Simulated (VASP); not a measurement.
Set up this calculation in VASP 6.6.1, as the native input.

```yaml
Task: relaxation of cell and atoms
Functional: RPBE
Dispersion: D3(BJ)
Potentials_or_basis: VASP PAW PBE potentials, release 64 (Al)
Cutoff: 600 eV
k_mesh: 11 × 11 × 11
Occupations: fermi-dirac, width 0.05 eV
Spin: no spin polarisation
Dipole_correction: no
Further_INCAR_settings: ALGO = Normal; EDIFF = 1e-07; IBRION = 2; EDIFFG = -0.02; NSW = 80; ISIF = 3
```

The structure of Al lies in POSCAR:

```
Al
1.0
    0.0000000000      2.0248050000      2.0248050000
    2.0248050000      0.0000000000      2.0248050000
    2.0248050000      2.0248050000      0.0000000000
Al
1
Direct
    0.0000000000      0.0000000000      0.0000000000
```

These files were run (other wordings do the same):

INCAR

```
SYSTEM = Al
ALGO = Normal
EDIFF = 1E-7
EDIFFG = -0.02
ENCUT = 600
GGA = RP
IBRION = 2
ISIF = 3
ISMEAR = -1
IVDW = 12
LASPH = .TRUE.
LCHARG = .FALSE.
LREAL = .FALSE.
LWAVE = .FALSE.
NELM = 80
NSW = 80
PREC = Accurate
SIGMA = 0.05
```

KPOINTS

```
k-points
0
G
  11 11 11
  0 0 0
```

Potentials or basis: VASP PAW PBE potentials, release 64 (Al).

Launch:

```sh
$ cat potpaw_PBE.64/Al/POTCAR > POTCAR
$ mpirun -np 1 vasp_std > vasp.out
```

Results of the run:

- Relaxed volume: 13.48 Å³/atom
- Relaxed cell: a = 2.671 Å, b = 2.671 Å, c = 2.671 Å, α = 60.00°, β = 60.00°, γ = 60.00°
- Space group after relaxing (to 0.05 Å): Fm-3m (No. 225)
- Energy gained by relaxing: 225.7 meV/atom
- Ionic steps: 3
- Pressure after relaxing: -0.1 GPa
- Dispersion energy per atom: -2.215 eV

Caveat: the volume moved by over 15 % at a fixed basis, so the end points are rough; the PAW data sets were made with another functional, which shifts forces and pressure a little; the volume moved by -19 % from the deposited cell, more than functionals usually miss; pairwise dispersion overbinds metals, which lowers pressure and volume.

It took 12 s on 1 thread of Intel(R) Xeon(R) Platinum 8375C CPU @ 2.90GHz (Ice Lake), with other jobs on the host, peak memory 0.14 GiB.
